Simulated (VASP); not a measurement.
A run of VASP 6.6.1 is set up as follows.

File INCAR:

```
SYSTEM = Al16O
PREC = Accurate ; ENCUT = 520
EDIFF = 1E-7 ; ISMEAR = 1
SIGMA = 0.1 ; LREAL = Auto
LASPH = .True. ; NELM = 80
ALGO = Normal ; ISIF = 2
LWAVE = .False. ; LCHARG = .False.
GGA = PE ; NBANDS = 41
```

The input KPOINTS:

```
regular mesh
0
Gamma
  3 3 3
  0 0 0
```

File POSCAR:

```
Al16O
1.0
   -4.0389296000      4.0389296000      4.0389296000
    4.0389296000     -4.0389296000      4.0389296000
    4.0389296000      4.0389296000     -4.0389296000
Al O
16 1
Direct
   -0.0209317835      0.0102312999      0.0124541661
   -0.0139805606      0.2457475367      0.7549518813
   -0.0012082409      0.4596248719      0.4822155108
   -0.0166337388      0.7437480465      0.2261677203
    0.2163282321     -0.0229159726      0.7445835402
    0.2450627018      0.2408893188      0.5078011263
    0.2324773128      0.4930985923      0.2477876812
    0.2495047203      0.7394254904      0.0119666607
    0.4808517831      0.0051211588      0.5077616357
    0.4586460234      0.2190936925      0.2244748212
    0.4870705100      0.4887749219     -0.0016439999
    0.4855703600      0.7464058051      0.7548804515
    0.7320106545     -0.0073723741      0.2477198414
    0.7282418342      0.2474191429     -0.0019356614
    0.7451606733      0.5059221631      0.7450972901
    0.7001629838      0.7591794866      0.4828334963
    0.9042055351      0.6639231840      0.5906615703
```

Potentials or basis: VASP PAW PBE potentials, release 64 (Al, O).

Launch:

```bash
$ cat potpaw_PBE.64/Al/POTCAR potpaw_PBE.64/O/POTCAR > POTCAR
$ mpirun -np 1 vasp_std > vasp.out
```

Task: What does it give for the pressure?

Result: 3.3 GPa.

Task: Estimate the largest force.

Result: 0.032 eV/Å.

Task: Predict the band gap on the k mesh.

Result: Zero (band 27 reaches 9.33 eV, above the bottom of band 28 at 7.97 eV).

Forces on the atoms (eV/Å):
```
Al  -0.007  0.002 -0.001
Al   0.010 -0.009  0.009
Al  -0.001  0.028  0.014
Al  -0.008 -0.013  0.004
Al  -0.014  0.001 -0.010
Al  -0.001 -0.006 -0.005
Al  -0.003 -0.003 -0.013
Al   0.003 -0.005 -0.003
Al  -0.001 -0.007 -0.006
Al   0.009  0.010  0.006
Al  -0.002  0.000  0.000
Al  -0.003  0.005  0.003
Al  -0.013  0.007 -0.006
Al   0.003  0.001  0.000
Al  -0.003  0.010  0.002
Al   0.027 -0.010  0.011
O    0.005 -0.012 -0.005
```

Caveat: the k points lie up to 0.37 Å⁻¹ apart.
